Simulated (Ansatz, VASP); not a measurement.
Two plane-wave programs on MnS

File INCAR:

```
ALGO = Normal
EDIFF = 1E-6
ENCUT = 520
GGA = RP
ISIF = 2
ISMEAR = -1
ISPIN = 2
LASPH = True
LCHARG = False
LMAXMIX = 4
LORBIT = 11
LREAL = False
LWAVE = False
MAGMOM = 4 0
NBANDS = 20
NELM = 150
PREC = Accurate
SIGMA = 0.05
```

The input KPOINTS:

```
k-points
0
Gamma
  9 9 9
```

File POSCAR:

```
MnS
1.0
    0.0000000000      2.6045000000      2.6045000000
    2.6045000000      0.0000000000      2.6045000000
    2.6045000000      2.6045000000      0.0000000000
Mn S
1 1
Direct
    0.0000000000      0.0000000000      0.0000000000
    0.5000000000      0.5000000000      0.5000000000
```

File input.yaml:

```yaml
crystal:
  lattice:
    - [0.0, 2.6045, 2.6045]
    - [2.6045, 0.0, 2.6045]
    - [2.6045, 2.6045, 0.0]
  atoms:
    - { symbol: Mn, position: [0.0, 0.0, 0.0], spin: 4.0 }
    - { symbol: S, position: [0.5, 0.5, 0.5] }
hamiltonian:
  xc: rpbe
  pseudopotentials: { kind: paw }
magnetization:
  spin_polarized: true
kpoints:
  mp_grid: { grid: [9, 9, 9] }
  band_path:
    path:
      - [[0.0, 0.0, 0.0], [0.5, 0.0, 0.5], [0.5, 0.25, 0.75], [0.375, 0.375, 0.75], [0.0, 0.0, 0.0], [0.5, 0.5, 0.5], [0.625, 0.25, 0.625], [0.5, 0.25, 0.75], [0.5, 0.5, 0.5], [0.375, 0.375, 0.75]]
      - [[0.625, 0.25, 0.625], [0.5, 0.0, 0.5]]
    npoints: 14
scf:
  occupations: { method: fermi_dirac, width: 0.05 }
  n_extra_bands: 6
output:
  forces: true
  stress: true
  eigenvalues: true
  fatbands: false
```

Alike in both runs: functional RPBE; k mesh 9 × 9 × 9; occupations fermi-dirac, width 0.05 eV; collinear spin.

```csv
,VASP,Ansatz
version,VASP 6.6.1,Ansatz 0.2.0
potentials or method,"VASP PAW PBE potentials, release 64 (Mn_pv, S)",Ansatz PAW
plane-wave cutoff (eV),520,420
valence electrons in the cell,19,21
task,single point,band structure
```

```csv
,VASP,Ansatz,Ansatz less VASP
gap on the k mesh at the Fermi level (eV),none,none,-
pressure (GPa),0.5,0.6,+0.05
net moment per atom (μB),2.38,2.38,0.000
size of the moment on the site where the two differ most (μB),4.30,4.26,-0.046
```

VASP's potentials were made for PBE, not for RPBE. Site moments also hang on the region over which each program counts them. A gap of «none» marks a metal or a gap that the smearing closes. The functional is the same, so the differences come from potentials, cutoffs and numerics. VASP's potentials hold 19 valence electrons a cell and Ansatz's 21, so a difference there can come from the potentials and not from the codes.
